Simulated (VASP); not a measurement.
# GaP (F-43m) in VASP: further runs

The runs below take GaP through single point, with r2SCAN+D4, r2SCAN.

All numbers are computed with VASP 6.6.1; they aren't measurements. Logs are shortened: lines on timing, memory, paths and dates and some standing lists are left out, and cuts for length are marked.

**Experimental background.**

“Stacking defects in GaP nanowires: Electronic structure and optical properties”, 2018, arxiv:1810.01194 quotes, for a bulk crystal of GaP at 10 K: band gap 2.34 eV (indirect).

How close the calculation comes is told below.

### Step 1. The cell of the first run

The structure is cubic, space group F-43m (No. 216). The conventional cell has a = 5.430 Å, b = 5.430 Å, c = 5.430 Å, α = 90.00°, β = 90.00°, γ = 90.00°. Within 3.1 Å of Ga (site symmetry -43m) lie 4 P at 2.35 Å. Within 3.1 Å of P (site symmetry -43m) lie 4 Ga at 2.35 Å.

### Step 2. Single point, r2SCAN+D4

POSCAR

```
GaP
1.0
    0.0000000000      2.7150410226      2.7150410226
    2.7150410226      0.0000000000      2.7150410226
    2.7150410226      2.7150410226      0.0000000000
Ga P
1 1
Direct
    0.0000000000      0.0000000000      0.0000000000
    0.7500000000      0.7500000000      0.7500000000
```

INCAR.step1

```
SYSTEM = GaP
PREC = Accurate
ENCUT = 520
ISMEAR = 0
SIGMA = 0.01
LREAL = .FALSE.
LASPH = .TRUE.
NELM = 60
NBANDS = 16
GGA = PE
ALGO = Normal
EDIFF = 1E-4
LWAVE = .TRUE.
LCHARG = .FALSE.
```

INCAR.step2

```
SYSTEM = GaP
PREC = Accurate
ENCUT = 520
EDIFF = 1E-6
ISMEAR = 0
SIGMA = 0.01
LREAL = .FALSE.
LASPH = .TRUE.
NELM = 60
ALGO = Normal
ISIF = 2
LWAVE = .FALSE.
LCHARG = .FALSE.
METAGGA = R2SCAN
LMIXTAU = .TRUE.
IVDW = 13
VDW_S6 = 1.0
VDW_S8 = 0.6018749
VDW_A1 = 0.51559235
VDW_A2 = 5.77342911
NBANDS = 16
ISTART = 1
```

KPOINTS

```
regular mesh
0
G
  12 12 12
  0 0 0
```

Potentials or basis: VASP PAW PBE potentials, release 64 (Ga_d, P).

Launch:

```bash
cat potpaw_PBE.64/Ga_d/POTCAR potpaw_PBE.64/P/POTCAR > POTCAR
cp INCAR.step1 INCAR
mpirun -np 1 vasp_std > vasp.out
cp INCAR.step2 INCAR
mpirun -np 1 vasp_std > vasp.out
```

OUTCAR:

```text
SYSTEM = GaP
   PREC = Accurate
   ENCUT = 520
   EDIFF = 1E-6
   ISMEAR = 0
   LREAL = .FALSE.
   LASPH = .TRUE.
   NELM = 60
   ISIF = 2
   METAGGA = R2SCAN
   IVDW = 13
   ISTART = 1

 ion  position               nearest neighbor table
   1  0.000  0.000  0.000-   2 2.35   2 2.35   2 2.35   2 2.35
   2  0.750  0.750  0.750-   1 2.35   1 2.35   1 2.35   1 2.35

  LATTYP: Found a face centered cubic cell.
 ALAT       =     5.4300820452

  Lattice vectors:

 A1 = (   0.0000000000,   2.7150410226,   2.7150410226)
 A2 = (   2.7150410226,   0.0000000000,   2.7150410226)
 A3 = (   2.7150410226,   2.7150410226,   0.0000000000)

Analysis of symmetry for initial positions (statically):
=====================================================================
 Subroutine PRICEL returns:
 Original cell was already a primitive cell.

 Routine SETGRP: Setting up the symmetry group for a
 face centered cubic supercell.

 Subroutine GETGRP returns: Found 24 space group operations
 (whereof 24 operations were pure point group operations)
 out of a pool of 48 trial point group operations.

The static configuration has the point symmetry T_d .

Analysis of symmetry for dynamics (positions and initial velocities):
=====================================================================
 Subroutine PRICEL returns:
 Original cell was already a primitive cell.

 Routine SETGRP: Setting up the symmetry group for a
 face centered cubic supercell.

 Subroutine GETGRP returns: Found 24 space group operations
 (whereof 24 operations were pure point group operations)
 out of a pool of 48 trial point group operations.

The dynamic configuration has the point symmetry T_d .

 Subroutine INISYM returns: Found 24 space group operations
 (whereof 24 operations are pure point group operations),
 and found     1 'primitive' translations

----------------------------------------------------------------------------------------

                                     Primitive cell

  volume of cell :      40.0276

  direct lattice vectors                    reciprocal lattice vectors
     0.000000000  2.715041023  2.715041023    -0.184159280  0.184159280  0.184159280
     2.715041023  0.000000000  2.715041023     0.184159280 -0.184159280  0.184159280
     2.715041023  2.715041023  0.000000000     0.184159280  0.184159280 -0.184159280

  length of vectors
     3.839647837  3.839647837  3.839647837     0.318973230  0.318973230  0.318973230

  position of ions in fractional coordinates (direct lattice)
     0.000000000  0.000000000  0.000000000
     0.750000000  0.750000000  0.750000000

  ion indices of the primitive-cell ions
   primitive index   ion index
                 1           1
                 2           2

----------------------------------------------------------------------------------------

 KPOINTS: regular mesh

Automatic generation of k-mesh.
 Grid dimensions read from file:
 generate k-points for:   12   12   12

 Generating k-lattice:

  Cartesian coordinates                     Fractional coordinates (reciprocal lattice)
    -0.015346607  0.015346607  0.015346607     0.083333333  0.000000000  0.000000000
     0.015346607 -0.015346607  0.015346607     0.000000000  0.083333333  0.000000000
     0.015346607  0.015346607 -0.015346607     0.000000000  0.000000000  0.083333333

  Length of vectors
     0.026581102  0.026581102  0.026581102

  Shift w.r.t. Gamma in fractional coordinates (k-lattice)
     0.000000000  0.000000000  0.000000000

 Subroutine IBZKPT returns following result:
 ===========================================

 Found     72 irreducible k-points:

 Following reciprocal coordinates:
            Coordinates               Weight
  0.000000  0.000000  0.000000      1.000000
  0.083333  0.000000  0.000000      8.000000
  0.166667  0.000000  0.000000      8.000000
  0.250000  0.000000  0.000000      8.000000
  0.333333  0.000000  0.000000      8.000000
  0.416667  0.000000  0.000000      8.000000
[... 16 lines left out ...]
  0.500000  0.166667  0.000000     24.000000
 -0.416667  0.166667  0.000000     24.000000
 [... further k-points ...]
   k-points           NKPTS =     72   k-points in BZ     NKDIM =     72   number of bands    NBANDS=     16
   number of dos      NEDOS =    301   number of ions     NIONS =      2
   total plane-waves  NPLWV =  27000
   dimension x,y,z NGX =    30 NGY =   30 NGZ =   30
   dimension x,y,z NGXF=    60 NGYF=   60 NGZF=   60
   ions per type =               1   1
   NGX,Y,Z   is equivalent  to a cutoff of  12.99, 12.99, 12.99 a.u.
   NGXF,Y,Z  is equivalent  to a cutoff of  25.98, 25.98, 25.98 a.u.
 SYSTEM =  GaP
   PREC   = accura    normal or accurate (medium, high low for compatibility)
   ISTART =      1    job   : 0-new  1-cont  2-samecut
   ICHARG =      0    charge: 1-file 2-atom 10-const
   ISPIN  =      1    spin polarized calculation?
   LNONCOLLINEAR =      F non collinear calculations
   LSORBIT =      F    spin-orbit coupling
   LASPH  =      T    aspherical Exc in radial PAW
   ENCUT  =  520.0 eV  38.22 Ry    6.18 a.u.   7.14  7.14  7.14*2*pi/ulx,y,z
   NELM   =     60;   NELMIN=  2; NELMDL=  0     # of ELM steps
   EDIFF  = 0.1E-05   stopping-criterion for ELM
   LREAL  =      F    real-space projection
   EDIFFG = 0.1E-04   stopping-criterion for IOM
   NSW    =      0    number of steps for IOM
   IBRION =     -1    ionic relax: 0-MD 1-quasi-New 2-CG
   NFREE  =      0    steps in history (QN), initial steepest desc. (CG)
   ISIF   =      2    stress and relaxation
   ISYM   =      2    0-nonsym 1-usesym 2-fastsym
   POTIM  = 0.5000    time-step for ionic-motion
   TEBEG  =    0.0;   TEEND  =   0.0 temperature during run
   PSTRESS=    0.0 pullay stress
   NELECT =      18.0000    total number of electrons
   NUPDOWN=      -1.0000    fix difference up-down
   EMIN   =  10.00;   EMAX   =-10.00  energy-range for DOS
   EFERMI =   0.00;   METHOD = LEGACY
   ISMEAR =     0;   SIGMA  =   0.01  broadening in eV -4-tet -1-fermi 0-gaus
   EFERMI_NEDOS =   21; number of points for ismear=-14 and -15
   IALGO  =     38    algorithm
   IMIX   =      4    mixing-type and parameters
     AMIX     =   0.40;   BMIX     =  1.00
     AMIX_MAG =   1.60;   BMIX_MAG =  1.00
  volume/ion in A,a.u.               =      20.01       135.06
  Fermi-wavevector in a.u.,A,eV,Ry     =   1.254236  2.370162 21.403434  1.573108
  Thomas-Fermi vector in A             =   2.388051
   LORBIT       =      0    0 simple, 1 ext, 2 COOP (PROOUT), +10 PAW based schemes
   METAGGA = R2SCAN    functional components
   LHFCALC =     F    Hartree Fock is set to
   AEXX    =    0.0000 exact exchange contribution
   IVDW    =    13    specifies the selected vdW correction
   LEPSILON=     F    determine dielectric tensor
   LRPA    =     F    only Hartree local field effects (RPA)
 non-spin polarized calculation
 Gauss-broadening in eV      SIGMA  =   0.01
  energy-cutoff  :      520.00
  volume of cell :       40.03
 maximum number of plane-waves:      1090
 NGX is ok and might be reduce to    30
   NGX = 15   NGY = 15   NGZ = 15

 number of electron      17.9999987 magnetization

 Free energy of the ion-electron system (eV)
  ---------------------------------------------------
  ext. energy  EPLUGINS =         0.00000000
  ---------------------------------------------------
  free energy    TOTEN  =       -21.46359528 eV

  energy without entropy =      -21.46359528  energy(sigma->0) =      -21.46359528

 E-fermi :   4.6453     XC(G=0): -10.6045

 val. band max:        4.5775251598   @ k =   0.0000   0.0000   0.0000
 cond. band min:       6.4113732530   @ k =   0.4167   0.4167   0.0000
 fundamental gap:      1.8338480933
 Fermi energy:         4.6453003203

 k-point     1 :       0.0000    0.0000    0.0000
  band No.  band energies     occupation
      1     -10.4295      2.00000
      2     -10.4295      2.00000
      3     -10.4295      2.00000
      4     -10.3121      2.00000
      5     -10.3121      2.00000
      6      -8.5321      2.00000
[... 8 lines left out ...]
     15      14.8659      0.00000
     16      14.8660      0.00000

 k-point     2 :       0.0833    0.0000    0.0000
  band No.  band energies     occupation
      1     -10.4376      2.00000
      2     -10.4270      2.00000
      3     -10.4270      2.00000
      4     -10.3122      2.00000
      5     -10.3122      2.00000
      6      -8.4349      2.00000
[... 8 lines left out ...]
     15      14.5044      0.00000
     16      14.5558      0.00000

 k-point     3 :       0.1667    0.0000    0.0000
  band No.  band energies     occupation
      1     -10.4581      2.00000
      2     -10.4207      2.00000
      3     -10.4207      2.00000
      4     -10.3120      2.00000
      5     -10.3120      2.00000
      6      -8.1509      2.00000
[... 8 lines left out ...]
     15      14.0329      0.00000
     16      15.3615      0.00000

 k-point     4 :       0.2500    0.0000    0.0000
  band No.  band energies     occupation
      1     -10.4832      2.00000
      2     -10.4129      2.00000
      3     -10.4129      2.00000
      4     -10.3108      2.00000
      5     -10.3107      2.00000
      6      -7.7035      2.00000
[... 8 lines left out ...]
     15      14.0602      0.00000
     16      15.1761      0.00000

 k-point     5 :       0.3333    0.0000    0.0000
  band No.  band energies     occupation
      1     -10.5059      2.00000
      2     -10.4063      2.00000
      3     -10.4063      2.00000
      4     -10.3083      2.00000
      5     -10.3083      2.00000
      6      -7.1428      2.00000
[... 8 lines left out ...]
     15      14.7791      0.00000
     16      14.9628      0.00000

 k-point     6 :       0.4167    0.0000    0.0000
  band No.  band energies     occupation
      1     -10.5214      2.00000
      2     -10.4024      2.00000
      3     -10.4024      2.00000
      4     -10.3056      2.00000
      5     -10.3056      2.00000
      6      -6.5921      2.00000
[... 8 lines left out ...]
     15      15.9937      0.00000
     16      15.9937      0.00000

 k-point     7 :       0.5000    0.0000    0.0000
  band No.  band energies     occupation
      1     -10.5268      2.00000
      2     -10.4011      2.00000
      3     -10.4011      2.00000
      4     -10.3044      2.00000
      5     -10.3044      2.00000
      6      -6.3318      2.00000
[... 8 lines left out ...]
     15      16.9449      0.00000
     16      16.9450      0.00000

 k-point     8 :       0.0833    0.0833    0.0000
  band No.  band energies     occupation
      1     -10.4426      2.00000
      2     -10.4248      2.00000
      3     -10.4248      2.00000
      4     -10.3141      2.00000
      5     -10.3105      2.00000
      6      -8.4026      2.00000
[... 8 lines left out ...]
     15      14.7198      0.00000
     16      14.9816      0.00000

 k-point     9 :       0.1667    0.0833    0.0000
  band No.  band energies     occupation
      1     -10.4592      2.00000
      2     -10.4197      2.00000
      3     -10.4185      2.00000
      4     -10.3159      2.00000
      5     -10.3089      2.00000
      6      -8.1811      2.00000
[... 8 lines left out ...]
     15      14.8332      0.00000
     16      15.5561      0.00000
[... 172 lines left out ...]
 k-point    19 :       0.1667    0.1667    0.0000
  band No.  band energies     occupation
      1     -10.4738      2.00000
      2     -10.4120      2.00000
      3     -10.4120      2.00000
      4     -10.3203      2.00000
      5     -10.3061      2.00000
      6      -8.0250      2.00000
[... 8 lines left out ...]
     15      15.3238      0.00000
     16      16.2263      0.00000

 k-point    20 :       0.2500    0.1667    0.0000
  band No.  band energies     occupation
      1     -10.4923      2.00000
      2     -10.4047      2.00000
      3     -10.4034      2.00000
      4     -10.3236      2.00000
      5     -10.3034      2.00000
      6      -7.6933      2.00000
[... 8 lines left out ...]
     15      15.4588      0.00000
     16      17.0625      0.00000

 k-point    21 :       0.3333    0.1667    0.0000
  band No.  band energies     occupation
      1     -10.5099      2.00000
      2     -10.3993      2.00000
      3     -10.3957      2.00000
      4     -10.3243      2.00000
      5     -10.3012      2.00000
      6      -7.2146      2.00000
[... 8 lines left out ...]
     15      15.9024      0.00000
     16      16.9694      0.00000

 k-point    22 :       0.4167    0.1667    0.0000
  band No.  band energies     occupation
      1     -10.5234      2.00000
      2     -10.3962      2.00000
      3     -10.3906      2.00000
      4     -10.3217      2.00000
      5     -10.3002      2.00000
      6      -6.6555      2.00000
[... 8 lines left out ...]
     15      16.8039      0.00000
     16      16.9118      0.00000

 k-point    23 :       0.5000    0.1667    0.0000
  band No.  band energies     occupation
      1     -10.5307      2.00000
      2     -10.3951      2.00000
      3     -10.3888      2.00000
      4     -10.3169      2.00000
      5     -10.3016      2.00000
      6      -6.1826      2.00000
[... 8 lines left out ...]
     15      16.9648      0.00000
     16      17.6959      0.00000

 k-point    24 :      -0.4167    0.1667    0.0000
  band No.  band energies     occupation
      1     -10.5304      2.00000
      2     -10.3955      2.00000
      3     -10.3901      2.00000
      4     -10.3120      2.00000
      5     -10.3057      2.00000
      6      -6.1011      2.00000
[... 8 lines left out ...]
     15      15.5449      0.00000
     16      17.3453      0.00000

 [... further k-points ...]

------------------------ aborting loop because EDIFF is reached ----------------------------------------

  DFT-D4 for vdW energy calculation

  Edisp (eV):   -0.29416

  FORCE on cell =-STRESS in cart. coord.  units (eV):
  Direction    XX          YY          ZZ          XY          YZ          ZX
  --------------------------------------------------------------------------------------
  -------------------------------------------------------------------------------------
  Total      -0.01225    -0.01225    -0.01225    -0.00000     0.00000    -0.00000
  in kB      -0.49031    -0.49031    -0.49031    -0.00000     0.00000    -0.00000
  external pressure =       -0.49 kB  Pullay stress =        0.00 kB

 VOLUME and BASIS-vectors are now :
 -----------------------------------------------------------------------------
  energy-cutoff  :      520.00
  volume of cell :       40.03
      direct lattice vectors                 reciprocal lattice vectors
     0.000000000  2.715041023  2.715041023    -0.184159280  0.184159280  0.184159280
     2.715041023  0.000000000  2.715041023     0.184159280 -0.184159280  0.184159280
     2.715041023  2.715041023  0.000000000     0.184159280  0.184159280 -0.184159280

 POSITION                                       TOTAL-FORCE (eV/Angst)
 -----------------------------------------------------------------------------------
      0.00000      0.00000      0.00000         0.000000      0.000000      0.000000
      4.07256      4.07256      4.07256        -0.000000     -0.000000     -0.000000
 -----------------------------------------------------------------------------------
    total drift:                               -0.000012     -0.000012     -0.000012

  FREE ENERGIE OF THE ION-ELECTRON SYSTEM (eV)
  ---------------------------------------------------
  free  energy   TOTEN  =       -21.7577516139 eV

  energy  without entropy=      -21.7577516139  energy(sigma->0) =      -21.75775161
```

Wall time 2.1 min (1 thread of Intel Xeon Platinum 8488C (Sapphire Rapids), shared host); peak memory 0.19 GiB.

Results:

```yaml
Free_energy: -21.7578 eV
Pressure: 0.0 GPa
Band_gap_on_the_k_mesh: 1.83 eV, indirect (least direct gap 2.44 eV)
Dispersion_energy_per_atom: -0.147 eV
```

Levels at points of the mesh, in eV from the valence-band top:
```tsv
k point	band 6	band 7	band 8	band 9	band 10	band 11	band 12	band 13
(0.00, 0.00, 0.00)	-13.11	0.00	0.00	0.00	2.44	4.19	4.19	4.19
(0.50, 0.00, 0.00)	-10.91	-6.91	-1.19	-1.19	2.08	5.05	5.05	8.86
(0.50, 0.50, 0.00)	-9.96	-7.01	-2.84	-2.84	1.89	2.09	11.44	11.44
```

Caveat: the PAW data sets were made with another functional, which shifts forces and pressure a little.

### Step 3. Single point, r2SCAN

This run uses another cell than the first one, of 20.24 Å³/atom, 1.011 times its volume.

POSCAR

```
GaP
1.0
    0.0000000000      2.7252500000      2.7252500000
    2.7252500000      0.0000000000      2.7252500000
    2.7252500000      2.7252500000      0.0000000000
Ga P
1 1
Direct
    0.0000000000      0.0000000000      0.0000000000
    0.7500000000      0.7500000000      0.7500000000
```

INCAR.step1

```
PREC = Accurate
ENCUT = 520
ISMEAR = -1
SIGMA = 0.08
LREAL = F
LASPH = T
NELM = 100
NBANDS = 16
GGA = PE
ALGO = Normal
EDIFF = 1E-4
LWAVE = T
LCHARG = F
```

INCAR.step2

```
PREC = Accurate
ENCUT = 520
EDIFF = 1E-6
ISMEAR = -1
SIGMA = 0.08
LREAL = F
LASPH = T
NELM = 100
ALGO = Normal
ISIF = 2
LWAVE = F
LCHARG = F
METAGGA = R2SCAN
LMIXTAU = T
NBANDS = 16
ISTART = 1
```

KPOINTS

```
Automatic mesh
0
Gamma
  14 14 14
```

Potentials or basis: VASP PAW PBE potentials, release 64 (Ga_d, P).

Launch:

```bash
cat potpaw_PBE.64/Ga_d/POTCAR potpaw_PBE.64/P/POTCAR > POTCAR
cp INCAR.step1 INCAR
mpirun -np 1 vasp_std > vasp.out
cp INCAR.step2 INCAR
mpirun -np 1 vasp_std > vasp.out
```

Run time: 3 min. Hardware: 1 thread of Intel Xeon Platinum 8488C (Sapphire Rapids), shared host; peak memory 0.21 GiB.

Results (log left out):

| Property | Result |
| --- | --- |
| Free energy | -21.4650 eV |
| Pressure | 0.0 GPa |
| Band gap on the k mesh | 1.85 eV, indirect (least direct gap 2.34 eV) |

Levels at points of the mesh, in eV from the valence-band top:
```tsv
k point	band 7	band 8	band 9	band 10	band 11	band 12
(0.00, 0.00, 0.00)	0.00	0.00	0.00	2.34	4.19	4.19
(0.50, 0.00, 0.00)	-6.84	-1.17	-1.17	2.04	5.06	5.06
(0.50, 0.50, 0.00)	-6.96	-2.80	-2.80	1.91	2.10	11.35
```

Caveat: the PAW data sets were made with another functional, which shifts forces and pressure a little. A k mesh can miss the band edges.

### Step 4. Against experiment

Step 2. Against the measured gap of GaP, 2.34 eV (indirect; 10 K; quoted in “Stacking defects in GaP nanowires: Electronic structure and optical properties”, 2018, arxiv:1810.01194), the calculated 1.83 eV is off by -0.51 eV. Spin-orbit coupling on Ga is left out. The value is that of r2SCAN+D4 on a finite k mesh, which can miss the band edges, without temperature or zero-point motion.
